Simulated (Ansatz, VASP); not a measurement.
## One calculation of ZnS, two programs

```
Zn S
1.0
     3.62727    0.00000    0.00000
    -1.81363    3.14131    0.00000
     0.00000    0.00000   13.40312
Zn S
4 4
Direct
  0.00000 0.00000 0.00005
  0.00000 0.00000 0.50005
  0.33333 0.66667 0.25002
  0.66667 0.33333 0.75002
  0.00000 0.00000 0.18729
  0.00000 0.00000 0.68729
  0.33333 0.66667 0.43764
  0.66667 0.33333 0.93764
```

Alike in both runs: task single point; functional PBE; k mesh 9 × 9 × 4; occupations gaussian, width 0.05 eV; no spin polarisation.

|  | VASP | Ansatz |
| --- | --- | --- |
| version | VASP 6.6.1 | Ansatz 0.2.0 |
| potentials or method | VASP PAW PBE potentials, release 64 (Zn, S), cutoff 520 eV | scalar-relativistic, plane waves, PAW |
| valence electrons in the cell | 72 | 72 |

Ansatz gave:

| Quantity | Value |
| --- | --- |
| gap on the k mesh at the Fermi level (eV) | 1.78 |
| least direct gap on the mesh (eV) | 1.78 |
| pressure (GPa) | 6.1 |
| traceless stress, the component that is largest in VASP (GPa) | -10.85 |
| rms of the force components (eV/Å) | 0.361 |

Problem. Which values does VASP return?

Solution. gap on the k mesh at the Fermi level (eV): 1.79; least direct gap on the mesh (eV): 1.79; pressure (GPa): 6.3; traceless stress, the component that is largest in VASP (GPa): -10.92; rms of the force components (eV/Å): 0.368.

Atom by atom the forces differ by 0.007 eV/Å (rms over components). With one functional, cell and mesh, what is left measures potentials, basis and numerics.
